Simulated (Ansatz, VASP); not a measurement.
# Ni: VASP beside Ansatz

```xyz
1
Lattice="0.0000 1.7381 1.7381 1.7381 0.0000 1.7381 1.7381 1.7381 0.0000" Properties=species:S:1:pos:R:3 pbc="T T T"
Ni    0.0000    0.0000    0.0000
```

Alike in both runs: task single point; functional r2SCAN; k mesh 15 × 15 × 15; occupations gaussian, width 0.6 eV; collinear spin.

|  | VASP | Ansatz |
| --- | --- | --- |
| version | VASP 6.6.1 | Ansatz 0.2.0 |
| potentials or method | VASP PAW PBE potentials, release 64 (Ni), cutoff 520 eV | plane waves (500 eV) with PAW, scalar-relativistic |
| valence electrons in the cell | 10 | 18 |

```csv
,VASP,Ansatz,Ansatz less VASP
pressure (GPa),0.3,1.4,+1.11
net moment per atom (μB),0.00,0.69,+0.690
size of the moment on the site where the two differ most (μB),0.00,0.75,+0.750
```

The net moments are unlike, so the other rows may belong to different states. VASP's potentials were made for PBE, not for r2SCAN. Site moments also hang on the region over which each program counts them. VASP's potentials hold 10 valence electrons a cell and Ansatz's 18, so a difference there can come from the potentials and not from the codes. Ansatz's warnings: stability check not made.
